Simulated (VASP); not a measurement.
HfHgF, 3 atoms in the cell. The structure is hexagonal, space group P-6m2 (No. 187). Conventional cell: a = 4.830 Å, b = 4.830 Å, c = 3.081 Å, α = 90.00°, β = 90.00°, γ = 120.00°. Within 3.7 Å of Hf (site symmetry -6m2) lie 3 Hg at 2.79 Å and 2 Hf at 3.08 Å and 6 F at 3.19 Å. Hg (site symmetry -6m2) has 3 Hf at 2.79 Å and 2 Hg at 3.08 Å and 6 F at 3.19 Å within 3.7 Å. Within 4.1 Å of F (site symmetry -6m2) lie 2 F at 3.08 Å and 6 Hg at 3.19 Å and 6 Hf at 3.19 Å. 

- Program: VASP 6.6.1
- Task: relaxation of cell and atoms
- Functional: PBE
- Potentials or basis: VASP PAW PBE potentials, release 64 (Hf_pv, Hg, F)
- Cutoff: 600 eV
- k mesh: 6 × 6 × 6
- Occupations: gaussian, width 0.1 eV
- Spin: no spin polarisation
- Dipole correction: no
- Further INCAR settings: ALGO = Normal; EDIFF = 1e-06; IBRION = 2; EDIFFG = -0.04; NSW = 90; ISIF = 3

Potentials or basis: VASP PAW PBE potentials, release 64 (Hf_pv, Hg, F).

The run is started by

```sh
$ cat potpaw_PBE.64/Hf_pv/POTCAR potpaw_PBE.64/Hg/POTCAR potpaw_PBE.64/F/POTCAR > POTCAR
$ mpirun -np 1 vasp_std > vasp.out
```

Hardware: 1 thread of Intel(R) Xeon(R) Platinum 8488C (Sapphire Rapids), on a shared host.

How long does it take, and how much memory?

Run time: 100 s on 1 thread of Intel(R) Xeon(R) Platinum 8488C (Sapphire Rapids), on a shared host, peak memory 0.23 GiB. Counts: scf iterations 37, k points 28, ion steps 4.
